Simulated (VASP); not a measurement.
# HfN (Fm-3m) in VASP: notebook, part 2 of 2

VASP 6.6.1. Earlier steps stand in the parts before.

### Step 4. Relaxation of cell and atoms, PBE

INCAR reads:

```
PREC = Accurate
ENCUT = 600
EDIFF = 1E-6
ISMEAR = -1
SIGMA = 0.15
LREAL = False
LASPH = True
NELM = 100
ALGO = Normal
ISIF = 3
LWAVE = False
LCHARG = False
GGA = PE
IBRION = 2
NSW = 80
EDIFFG = -0.001
```

KPOINTS reads:

```
Automatic mesh
0
Gamma
  16 16 16
```

POSCAR reads:

```
HfN
1.0
    0.0000000000      2.2738954846      2.2738954846
    2.2738954846      0.0000000000      2.2738954846
    2.2738954846      2.2738954846      0.0000000000
Hf N
1 1
Direct
    0.0000000000      0.0000000000      0.0000000000
    0.5000000000      0.5000000000      0.5000000000
```

Potentials or basis: VASP PAW PBE potentials, release 64 (Hf_pv, N).

The run is started by

```
$ cat potpaw_PBE.64/Hf_pv/POTCAR potpaw_PBE.64/N/POTCAR > POTCAR
$ mpirun -np 1 vasp_std > vasp.out
```

OUTCAR:

```text
PREC = Accurate
   ENCUT = 600
   EDIFF = 1E-6
   ISMEAR = -1
   LREAL = False
   LASPH = True
   NELM = 100
   ISIF = 3
   GGA = PE
   IBRION = 2
   NSW = 80
   EDIFFG = -0.001

 ion  position               nearest neighbor table
   1  0.000  0.000  0.000-   2 2.27   2 2.27   2 2.27   2 2.27   2 2.27   2 2.27
   2  0.500  0.500  0.500-   1 2.27   1 2.27   1 2.27   1 2.27   1 2.27   1 2.27

  LATTYP: Found a face centered cubic cell.
 ALAT       =     4.5477909692

  Lattice vectors:

 A1 = (   0.0000000000,   2.2738954846,   2.2738954846)
 A2 = (   2.2738954846,   0.0000000000,   2.2738954846)
 A3 = (   2.2738954846,   2.2738954846,   0.0000000000)

Analysis of symmetry for initial positions (statically):
=====================================================================
 Subroutine PRICEL returns:
 Original cell was already a primitive cell.

 Routine SETGRP: Setting up the symmetry group for a
 face centered cubic supercell.

 Subroutine GETGRP returns: Found 48 space group operations
 (whereof 48 operations were pure point group operations)
 out of a pool of 48 trial point group operations.

The static configuration has the point symmetry O_h .

Analysis of symmetry for dynamics (positions and initial velocities):
=====================================================================
 Subroutine PRICEL returns:
 Original cell was already a primitive cell.

 Routine SETGRP: Setting up the symmetry group for a
 face centered cubic supercell.

 Subroutine GETGRP returns: Found 48 space group operations
 (whereof 48 operations were pure point group operations)
 out of a pool of 48 trial point group operations.

The dynamic configuration has the point symmetry O_h .

 Subroutine INISYM returns: Found 48 space group operations
 (whereof 48 operations are pure point group operations),
 and found     1 'primitive' translations

----------------------------------------------------------------------------------------

                                     Primitive cell

  volume of cell :      23.5148

  direct lattice vectors                    reciprocal lattice vectors
     0.000000000  2.273895485  2.273895485    -0.219886975  0.219886975  0.219886975
     2.273895485  0.000000000  2.273895485     0.219886975 -0.219886975  0.219886975
     2.273895485  2.273895485  0.000000000     0.219886975  0.219886975 -0.219886975

  length of vectors
     3.215773834  3.215773834  3.215773834     0.380855413  0.380855413  0.380855413

  position of ions in fractional coordinates (direct lattice)
     0.000000000  0.000000000  0.000000000
     0.500000000  0.500000000  0.500000000

  ion indices of the primitive-cell ions
   primitive index   ion index
                 1           1
                 2           2

----------------------------------------------------------------------------------------

 KPOINTS: Automatic mesh

Automatic generation of k-mesh.
 Grid dimensions read from file:
 generate k-points for:   16   16   16

 Generating k-lattice:

  Cartesian coordinates                     Fractional coordinates (reciprocal lattice)
    -0.013742936  0.013742936  0.013742936     0.062500000  0.000000000  0.000000000
[... 49 lines left out ...]
 SYSTEM =  unknown system
   PREC   = accura    normal or accurate (medium, high low for compatibility)
   ISTART =      0    job   : 0-new  1-cont  2-samecut
   ICHARG =      2    charge: 1-file 2-atom 10-const
   ISPIN  =      1    spin polarized calculation?
   LNONCOLLINEAR =      F non collinear calculations
   LSORBIT =      F    spin-orbit coupling
   LASPH  =      T    aspherical Exc in radial PAW
   ENCUT  =  600.0 eV  44.10 Ry    6.64 a.u.   6.42  6.42  6.42*2*pi/ulx,y,z
   NELM   =    100;   NELMIN=  2; NELMDL= -5     # of ELM steps
   EDIFF  = 0.1E-05   stopping-criterion for ELM
   LREAL  =      F    real-space projection
   EDIFFG = -.1E-02   stopping-criterion for IOM
   NSW    =     80    number of steps for IOM
   IBRION =      2    ionic relax: 0-MD 1-quasi-New 2-CG
   NFREE  =      1    steps in history (QN), initial steepest desc. (CG)
   ISIF   =      3    stress and relaxation
   ISYM   =      2    0-nonsym 1-usesym 2-fastsym
   POTIM  = 0.5000    time-step for ionic-motion
   TEBEG  =    0.0;   TEEND  =   0.0 temperature during run
   PSTRESS=    0.0 pullay stress
   NELECT =      15.0000    total number of electrons
   NUPDOWN=      -1.0000    fix difference up-down
   EMIN   =  10.00;   EMAX   =-10.00  energy-range for DOS
   EFERMI =   0.00;   METHOD = LEGACY
   ISMEAR =    -1;   SIGMA  =   0.15  broadening in eV -4-tet -1-fermi 0-gaus
   EFERMI_NEDOS =   21; number of points for ismear=-14 and -15
   IALGO  =     38    algorithm
   IMIX   =      4    mixing-type and parameters
     AMIX     =   0.40;   BMIX     =  1.00
     AMIX_MAG =   1.60;   BMIX_MAG =  1.00
  volume/ion in A,a.u.               =      11.76        79.34
  Fermi-wavevector in a.u.,A,eV,Ry     =   1.409261  2.663117 27.021394  1.986016
  Thomas-Fermi vector in A             =   2.531335
   LORBIT       =      0    0 simple, 1 ext, 2 COOP (PROOUT), +10 PAW based schemes
   GGA     = PE    functional components
   LHFCALC =     F    Hartree Fock is set to
   AEXX    =    0.0000 exact exchange contribution
   IVDW    =     0    specifies the selected vdW correction
   LEPSILON=     F    determine dielectric tensor
   LRPA    =     F    only Hartree local field effects (RPA)
 conjugate gradient relaxation of ions
 non-spin polarized calculation
  energy-cutoff  :      600.00
  volume of cell :       23.51
 maximum number of plane-waves:       817
 NGX is ok and might be reduce to    28
   NGX = 13   NGY = 13   NGZ = 13

--------------------------------------- Ionic step        1  -------------------------------------------

 number of electron      15.0000000 magnetization

 Free energy of the ion-electron system (eV)
  ---------------------------------------------------
  ext. energy  EPLUGINS =         0.00000000
  ---------------------------------------------------
  free energy    TOTEN  =       -21.78119625 eV

  energy without entropy =      -21.73667811  energy(sigma->0) =      -21.75893718

------------------------ aborting loop because EDIFF is reached ----------------------------------------

  FORCE on cell =-STRESS in cart. coord.  units (eV):
  Direction    XX          YY          ZZ          XY          YZ          ZX
  --------------------------------------------------------------------------------------
  -------------------------------------------------------------------------------------
  Total       -0.3346628     -0.3346628     -0.3346628      0.0000000     -0.0000000      0.0000000
  in kB      -22.8021901    -22.8021901    -22.8021901      0.0000000     -0.0000000      0.0000000
  external PRESSURE =     -22.8021901 kB  Pullay stress =       0.0000000 kB
[... 59 lines left out ...]
--------------------------------------- Ionic step        3  -------------------------------------------

 number of electron      15.0000001 magnetization

 Free energy of the ion-electron system (eV)
  ---------------------------------------------------
  ext. energy  EPLUGINS =         0.00000000
  ---------------------------------------------------
  free energy    TOTEN  =       -21.78264980 eV

  energy without entropy =      -21.73860021  energy(sigma->0) =      -21.76062501

 E-fermi :   8.2899     XC(G=0): -12.6740

 val. band max:        8.2871349169   @ k =  -0.1250   0.0625   0.0000
 cond. band min:       8.2913656434   @ k =   0.3750   0.1250   0.0000
 fundamental gap:      0.0042307265
 Fermi energy:         8.2899040488

 k-point     1 :       0.0000    0.0000    0.0000
  band No.  band energies     occupation
      1     -22.9081      2.00000
      2     -22.9081      2.00000
      3     -22.9081      2.00000
      4      -9.1595      2.00000
      5       5.2706      2.00000
      6       5.2706      2.00000
      7       5.2706      2.00000
      8       7.9465      1.81598
      9       7.9465      1.81598
     10       7.9465      1.81598
     11       9.9770      0.00003
[... 309 lines left out ...]
 k-point    24 :      -0.0625    0.0625    0.0000
  band No.  band energies     occupation
      1     -22.9998      2.00000
      2     -22.9312      2.00000
      3     -22.9100      2.00000
      4      -8.9299      2.00000
      5       4.2595      2.00000
      6       4.6193      2.00000
      7       4.9266      2.00000
      8       8.1061      1.54591
      9       8.1185      1.51627
     10       8.5489      0.30197
     11      10.2787      0.00000

 [... further k-points ...]

------------------------ aborting loop because EDIFF is reached ----------------------------------------

  FORCE on cell =-STRESS in cart. coord.  units (eV):
  Direction    XX          YY          ZZ          XY          YZ          ZX
  --------------------------------------------------------------------------------------
  -------------------------------------------------------------------------------------
  Total       -0.0000839     -0.0000839     -0.0000839      0.0000000     -0.0000000     -0.0000000
  in kB       -0.0057652     -0.0057652     -0.0057652      0.0000000     -0.0000000     -0.0000000
  external PRESSURE =      -0.0057652 kB  Pullay stress =       0.0000000 kB
[... 17 lines left out ...]
  FREE ENERGIE OF THE ION-ELECTRON SYSTEM (eV)
  ---------------------------------------------------
  free  energy   TOTEN  =       -21.7826498036 eV

  energy  without entropy=      -21.7386002071  energy(sigma->0) =      -21.76062501

 reached required accuracy - stopping structural energy minimisation
```

It took 2.8 min on 1 thread of Intel Xeon 8259CL, shared host; peak memory 0.21 GiB.

Results:

- Free energy: -21.7826 eV
- Relaxed volume: 11.66 Å³/atom
- Relaxed cell: a = 3.207 Å, b = 3.207 Å, c = 3.207 Å, α = 60.00°, β = 60.00°, γ = 60.00°
- Space group after relaxing (to 0.1 Å): Fm-3m (No. 225)
- Energy gained by relaxing: 0.7 meV/atom
- Ionic steps: 3
- Pressure after relaxing: 0.0 GPa
- Band gap on the k mesh: zero (an odd number of electrons rules out a gap without spin polarisation)

Step by step:
```csv
step,energy change (eV),largest force (eV/Å),pressure (GPa),volume (Å³)
1,0.0000,0.0000,-2.28,23.51
2,0.0034,0.0000,4.38,22.95
3,-0.0015,0.0000,0.00,23.31
```

Final structure:
```xyz
2
Lattice="0.0000 2.2674 2.2674 2.2674 0.0000 2.2674 2.2674 2.2674 0.0000" Properties=species:S:1:pos:R:3 pbc="T T T"
Hf    0.0000    0.0000    0.0000
N     2.2674    2.2674    2.2674
```

Caveat: spin-orbit coupling is left out, which moves the levels of the heavy elements.

### Step 5. Overview

| task | cell | cutoff (eV) | smearing | gap on the mesh (eV) | pressure (GPa) |
| --- | --- | --- | --- | --- | --- |
| single point | a = 3.216 Å, angles 60.0°, 2 atoms | 520 | gaussian 0.1 eV | none | -2.3 |
| single point | a = 3.216 Å, angles 60.0°, 2 atoms | 520 | fermi-dirac 0.15 eV | none | -2.3 |
| relaxation of cell and atoms | relaxed from a = 3.216 Å, angles 60.0°, 2 atoms | 600 | fermi-dirac 0.15 eV | none | 0.0 |

Alike in all rows: level PBE; potentials or basis VASP PAW PBE potentials, release 64 (Hf_pv, N); no spin polarisation; k mesh 16 × 16 × 16.

Caveats: spin-orbit coupling is left out, which moves the levels of the heavy elements.

Total energies depend on the potentials used, so only differences within one code and one set of settings carry meaning.
